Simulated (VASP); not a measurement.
# Pd (Fm-3m) in VASP: notebook, part 3 of 3

VASP 6.6.1. The steps go on from the part before.

## 6. Single point, PBE, collinear spin, ferromagnetic start

The input, INCAR:

```
SYSTEM = Pd
PREC = Accurate ; ENCUT = 520
EDIFF = 1E-7 ; ISMEAR = -1
SIGMA = 0.3 ; LREAL = .FALSE.
LASPH = .TRUE. ; NELM = 150
ALGO = Normal ; ISIF = 2
LWAVE = .FALSE. ; LCHARG = .FALSE.
ISPIN = 2 ; MAGMOM = 0.288
LORBIT = 11 ; LMAXMIX = 4
GGA = PE ; NBANDS = 15
```

The input, KPOINTS:

```
regular mesh
0
G
  14 14 14
  0 0 0
```

The input, POSCAR:

```
Pd
1.0
    0.0000000000      1.9737080107      1.9737080107
    1.9737080107      0.0000000000      1.9737080107
    1.9737080107      1.9737080107      0.0000000000
Pd
1
Direct
    0.0000000000      0.0000000000      0.0000000000
```

Potentials or basis: VASP PAW PBE potentials, release 64 (Pd).

Launch:

```
> cat potpaw_PBE.64/Pd/POTCAR > POTCAR
> mpirun -np 1 vasp_std > vasp.out
```

OUTCAR:

```text
SYSTEM = Pd
   PREC = Accurate
   ENCUT = 520
   EDIFF = 1E-7
   ISMEAR = -1
   LREAL = .FALSE.
   LASPH = .TRUE.
   NELM = 150
   ISIF = 2
   ISPIN = 2
   LORBIT = 11
   GGA = PE

 ion  position               nearest neighbor table
   1  0.000  0.000  0.000-

  LATTYP: Found a face centered cubic cell.
 ALAT       =     3.9474160214

  Lattice vectors:

 A1 = (   0.0000000000,   1.9737080107,   1.9737080107)
 A2 = (   1.9737080107,   0.0000000000,   1.9737080107)
 A3 = (   1.9737080107,   1.9737080107,   0.0000000000)

Analysis of symmetry for initial positions (statically):
=====================================================================
 Subroutine PRICEL returns:
 Original cell was already a primitive cell.

 Routine SETGRP: Setting up the symmetry group for a
 face centered cubic supercell.

 Subroutine GETGRP returns: Found 48 space group operations
 (whereof 48 operations were pure point group operations)
 out of a pool of 48 trial point group operations.

The static configuration has the point symmetry O_h .

Analysis of symmetry for dynamics (positions and initial velocities):
=====================================================================
 Subroutine PRICEL returns:
 Original cell was already a primitive cell.

 Routine SETGRP: Setting up the symmetry group for a
 face centered cubic supercell.

 Subroutine GETGRP returns: Found 48 space group operations
 (whereof 48 operations were pure point group operations)
 out of a pool of 48 trial point group operations.

The dynamic configuration has the point symmetry O_h .

Analysis of structural, dynamic, and magnetic symmetry:
=====================================================================
 Subroutine PRICEL returns:
 Original cell was already a primitive cell.

 Routine SETGRP: Setting up the symmetry group for a
 face centered cubic supercell.

 Subroutine GETGRP returns: Found 48 space group operations
 (whereof 48 operations were pure point group operations)
 out of a pool of 48 trial point group operations.

The overall configuration has the point symmetry O_h .

 Subroutine INISYM returns: Found 48 space group operations
 (whereof 48 operations are pure point group operations),
 and found     1 'primitive' translations

----------------------------------------------------------------------------------------

                                     Primitive cell

  volume of cell :      15.3773

  direct lattice vectors                    reciprocal lattice vectors
     0.000000000  1.973708011  1.973708011    -0.253330278  0.253330278  0.253330278
     1.973708011  0.000000000  1.973708011     0.253330278 -0.253330278  0.253330278
     1.973708011  1.973708011  0.000000000     0.253330278  0.253330278 -0.253330278

  length of vectors
     2.791244637  2.791244637  2.791244637     0.438780913  0.438780913  0.438780913

  position of ions in fractional coordinates (direct lattice)
     0.000000000  0.000000000  0.000000000

  ion indices of the primitive-cell ions
   primitive index   ion index
                 1           1

----------------------------------------------------------------------------------------

 KPOINTS: regular mesh

Automatic generation of k-mesh.
 Grid dimensions read from file:
 generate k-points for:   14   14   14

 Generating k-lattice:

[... 67 lines left out ...]
   ISIF   =      2    stress and relaxation
   ISYM   =      2    0-nonsym 1-usesym 2-fastsym
   POTIM  = 0.5000    time-step for ionic-motion
   TEBEG  =    0.0;   TEEND  =   0.0 temperature during run
   PSTRESS=    0.0 pullay stress
   NELECT =      10.0000    total number of electrons
   NUPDOWN=      -1.0000    fix difference up-down
   EMIN   =  10.00;   EMAX   =-10.00  energy-range for DOS
   EFERMI =   0.00;   METHOD = LEGACY
   ISMEAR =    -1;   SIGMA  =   0.30  broadening in eV -4-tet -1-fermi 0-gaus
   EFERMI_NEDOS =   21; number of points for ismear=-14 and -15
   IALGO  =     38    algorithm
   IMIX   =      4    mixing-type and parameters
     AMIX     =   0.40;   BMIX     =  1.00
     AMIX_MAG =   1.60;   BMIX_MAG =  1.00
  volume/ion in A,a.u.               =      15.38       103.77
  Fermi-wavevector in a.u.,A,eV,Ry     =   1.418345  2.680284 27.370881  2.011703
  Thomas-Fermi vector in A             =   2.539480
   LORBIT       =     11    0 simple, 1 ext, 2 COOP (PROOUT), +10 PAW based schemes
   GGA     = PE    functional components
   LHFCALC =     F    Hartree Fock is set to
   AEXX    =    0.0000 exact exchange contribution
   IVDW    =     0    specifies the selected vdW correction
   LEPSILON=     F    determine dielectric tensor
   LRPA    =     F    only Hartree local field effects (RPA)
 spin polarized calculation
  energy-cutoff  :      520.00
  volume of cell :       15.38
 maximum number of plane-waves:       428
 NGX is ok and might be reduce to    24
   NGX = 11   NGY = 11   NGZ = 11

 number of electron      10.0000000 magnetization       0.0001169

 number of electron      10.0000000 magnetization      -0.0000054

 Free energy of the ion-electron system (eV)
  ---------------------------------------------------
  ext. energy  EPLUGINS =         0.00000000
  ---------------------------------------------------
  free energy    TOTEN  =        -5.44633126 eV

  energy without entropy =       -5.08054712  energy(sigma->0) =       -5.26343919

 E-fermi :   9.2805     XC(G=0): -12.9297

 val. band max:        9.2593481192   @ k =  -0.4286   0.4286   0.0714
 cond. band min:       9.2870486398   @ k =   0.5000   0.4286   0.0000
 fundamental gap:      0.0277005207
 Fermi energy:         9.2804894309

 spin component 1

 k-point     1 :       0.0000    0.0000    0.0000
  band No.  band energies     occupation
      1       2.2738      1.00000
      2       6.4366      0.99992
      3       6.4366      0.99992
      4       6.4366      0.99992
      5       7.9304      0.98902
      6       7.9304      0.98902
      7      26.2658      0.00000
      8      30.7960      0.00000
      9      30.7960      0.00000
     10      30.7960      0.00000
     11      35.3876      0.00000
     12      36.0919      0.00000
     13      38.8683      0.00000
     14      38.8683      0.00000
[... 403 lines left out ...]
      4       7.1130      0.99927
      5       8.0910      0.98138
      6       8.4651      0.93807
      7      24.1043      0.00000
      8      27.5005      0.00000
      9      28.4378      0.00000
     10      30.3962      0.00000
     11      34.5715      0.00000
     12      35.7450      0.00000
     13      36.8132      0.00000
     14      37.1334      0.00000
     15      40.2714      0.00000

 [... further k-points ...]

 spin component 2

 k-point     1 :       0.0000    0.0000    0.0000
  band No.  band energies     occupation
      1       2.2738      1.00000
      2       6.4366      0.99992
      3       6.4366      0.99992
      4       6.4366      0.99992
      5       7.9304      0.98902
      6       7.9304      0.98902
      7      26.2658      0.00000
      8      30.7960      0.00000
      9      30.7960      0.00000
     10      30.7960      0.00000
     11      35.3876      0.00000
     12      36.0919      0.00000
     13      38.8683      0.00000
     14      38.8683      0.00000
[... 403 lines left out ...]
      4       7.1130      0.99927
      5       8.0910      0.98138
      6       8.4651      0.93807
      7      24.1043      0.00000
      8      27.5005      0.00000
      9      28.4378      0.00000
     10      30.3962      0.00000
     11      34.5715      0.00000
     12      35.7450      0.00000
     13      36.8132      0.00000
     14      37.1334      0.00000
     15      40.2714      0.00000

 [... further k-points ...]
[... 5 lines left out ...]
  --------------------------------------------------------------------------------------
  -------------------------------------------------------------------------------------
  Total        0.0984981      0.0984981      0.0984981      0.0000000      0.0000000      0.0000000
  in kB       10.2626504     10.2626504     10.2626504      0.0000000      0.0000000      0.0000000
  external PRESSURE =      10.2626504 kB  Pullay stress =       0.0000000 kB

 VOLUME and BASIS-vectors are now :
 -----------------------------------------------------------------------------
  energy-cutoff  :      520.00
  volume of cell :       15.38
      direct lattice vectors                 reciprocal lattice vectors
     0.000000000  1.973708011  1.973708011    -0.253330278  0.253330278  0.253330278
     1.973708011  0.000000000  1.973708011     0.253330278 -0.253330278  0.253330278
     1.973708011  1.973708011  0.000000000     0.253330278  0.253330278 -0.253330278

 POSITION                                       TOTAL-FORCE (eV/Angst)
 -----------------------------------------------------------------------------------
      0.00000      0.00000      0.00000        -0.000000      0.000000      0.000000
 -----------------------------------------------------------------------------------
    total drift:                               -0.000000      0.000000     -0.000000

  FREE ENERGIE OF THE ION-ELECTRON SYSTEM (eV)
  ---------------------------------------------------
  free  energy   TOTEN  =        -5.4463312625 eV

  energy  without entropy=       -5.0805471165  energy(sigma->0) =       -5.26343919

 total charge

# of ion       s       p       d       tot
------------------------------------------
    1        0.474   0.440   8.442   9.356

 magnetization (x)

# of ion       s       p       d       tot
------------------------------------------
    1        0.000   0.000  -0.000  -0.000
```

OSZICAR:

```text
N       E                     dE             d eps       ncg     rms          rms(c)
DAV:   1     0.458667539557E+02    0.45867E+02   -0.45534E+03  6296   0.588E+02
DAV:   2    -0.493516255603E+01   -0.50802E+02   -0.48421E+02  8039   0.158E+02
DAV:   3    -0.571071926033E+01   -0.77556E+00   -0.77333E+00  8242   0.194E+01
DAV:   4    -0.571305719642E+01   -0.23379E-02   -0.23378E-02  7562   0.113E+00
DAV:   5    -0.571307342464E+01   -0.16228E-04   -0.16230E-04  8140   0.839E-02    0.710E+00
DAV:   6    -0.545796402679E+01    0.25511E+00   -0.99835E-01  8928   0.632E+00    0.350E+00
DAV:   7    -0.544968606299E+01    0.82780E-02   -0.87060E-03  8258   0.591E-01    0.191E+00
DAV:   8    -0.544630604366E+01    0.33800E-02   -0.84698E-04  8711   0.160E-01    0.418E-01
DAV:   9    -0.544631993199E+01   -0.13888E-04   -0.25950E-05  7784   0.339E-02    0.392E-02
DAV:  10    -0.544632894928E+01   -0.90173E-05   -0.13258E-05  8441   0.175E-02    0.129E-02
DAV:  11    -0.544633095033E+01   -0.20011E-05   -0.24146E-06  7973   0.893E-03    0.520E-03
DAV:  12    -0.544633151791E+01   -0.56758E-06   -0.24903E-07  8160   0.350E-03    0.347E-03
DAV:  13    -0.544633130196E+01    0.21595E-06   -0.28126E-08  5122   0.119E-03    0.907E-04
DAV:  14    -0.544633126248E+01    0.39482E-07   -0.31618E-09  4891   0.310E-04
   1 F= -.54463313E+01 E0= -.52634392E+01  d E =-.365784E+00  mag=    -0.0000
```

It took 99 s on 1 thread of Intel Xeon 8259CL, shared host; peak memory 0.17 GiB.

Results:

```
Free energy                                           : -5.4463 eV
Pressure                                              : 1.0 GPa
Band gap on the k mesh                                : zero (filled and empty bands overlap)
Net moment                                            : 0.00 μB per cell
Valence electrons inside the program's atomic spheres : Pd 9.36
```

## 7. Summary

```tsv
smearing	gap on the mesh (eV)	pressure (GPa)	moment (μB)
fermi-dirac 0.01 eV	none	-0.3	0.46
fermi-dirac 0.03 eV	none	-0.3	0.45
fermi-dirac 0.1 eV	none	-0.4	0.00
fermi-dirac 0.2 eV	none	0.2	0.00
fermi-dirac 0.3 eV	none	1.0	0.00
```

Alike in all rows: task single point; level PBE; potentials or basis VASP PAW PBE potentials, release 64 (Pd); spin collinear, ferromagnetic start; cell as given; k mesh 14 × 14 × 14; cutoff (eV) 520.

Every run on the cell as given and a fine mesh finds a metal.

Total energies depend on the potentials used, so only differences within one code and one set of settings carry meaning.
